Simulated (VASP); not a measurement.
Crystal: InPd.

```
In Pd
1.0
     3.27188    0.00000    0.00000
     0.00000    3.27188    0.00000
     0.00000    0.00000    3.27188
In Pd
1 1
Direct
  0.00000 0.00000 0.00000
  0.50000 0.50000 0.50000
```

| Quantity | Value |
| --- | --- |
| Program | VASP 6.6.1 |
| Task | relaxation of cell and atoms |
| Functional | LDA |
| Potentials or basis | VASP PAW LDA potentials, release 64 (In_d, Pd) |
| Cutoff | 600 eV |
| k mesh | 8 × 8 × 8 |
| Occupations | fermi-dirac, width 0.05 eV |
| Spin | no spin polarisation |

At the start: pressure -6.7 GPa; volume 17.51 Å³/atom.

How do energy, volume and symmetry change on relaxing?

Over 3 steps the energy falls by 18.6 meV/atom and the volume is 16.68 Å³/atom (-4.8 %); space group Pm-3m (No. 221, to 0.05 Å).

The path:
```
step  energy change (eV)  largest force (eV/Å)  pressure (GPa)  volume (Å³)
   1              0.0000                0.0000           -6.66        35.03
   2              0.0193                0.0000           10.29        31.46
   3             -0.0371                0.0000           -0.06        33.35
```

Final structure:
```
In Pd
1.0
     3.21887    0.00000    0.00000
     0.00000    3.21887    0.00000
     0.00000    0.00000    3.21887
In Pd
1 1
Direct
  0.00000 0.00000 0.00000
  0.50000 0.50000 0.50000
```
